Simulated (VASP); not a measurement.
Input of a VASP 6.6.1 run:

The input INCAR:

```
ALGO     = Normal         # electronic algorithm
EDIFF    = 1E-6           # SCF threshold, eV
ENCUT    = 520            # plane-wave cutoff, eV
GGA      = PS             # functional
ISIF     = 2              # what is computed and relaxed
ISMEAR   = -1             # smearing method
LASPH    = True           # aspherical terms in the spheres
LCHARG   = False          # write CHGCAR
LREAL    = False          # projectors in reciprocal space
LWAVE    = False          # write WAVECAR
NBANDS   = 21             # bands
NELM     = 80             # most SCF steps
PREC     = Accurate       # precision mode
SIGMA    = 0.05           # smearing width, eV
```

KPOINTS

```
k-points
0
Gamma
  11 11 11
```

The input POSCAR:

```
Ge
1.0
   -2.5448496043      2.7028539053      1.4651295863
    2.5448496043     -2.7028539053      1.4651295863
    2.5448496043      2.7028539053     -1.4651295863
Ge
2
Direct
    0.3140570000      0.0640570000      0.2500000000
    0.6859430000      0.9359430000      0.7500000000
```

Potentials or basis: VASP PAW PBE potentials, release 64 (Ge_d).

Launch:

```console
$ cat potpaw_PBE.64/Ge_d/POTCAR > POTCAR
$ mpirun -np 1 vasp_std > vasp.out
```

Task: Predict the band gap on the k mesh.

Result: Zero (band 14 reaches 7.65 eV, above the bottom of band 15 at 2.88 eV).

Task: Estimate the largest force.

Result: 0.061 eV/Å.

Stress tensor (GPa, compression positive):
```
-5.03  0.00  0.00
 0.00 -6.59  0.00
 0.00  0.00 -6.25
```

Caveat: the PAW data sets were made with another functional, which shifts forces and pressure a little.
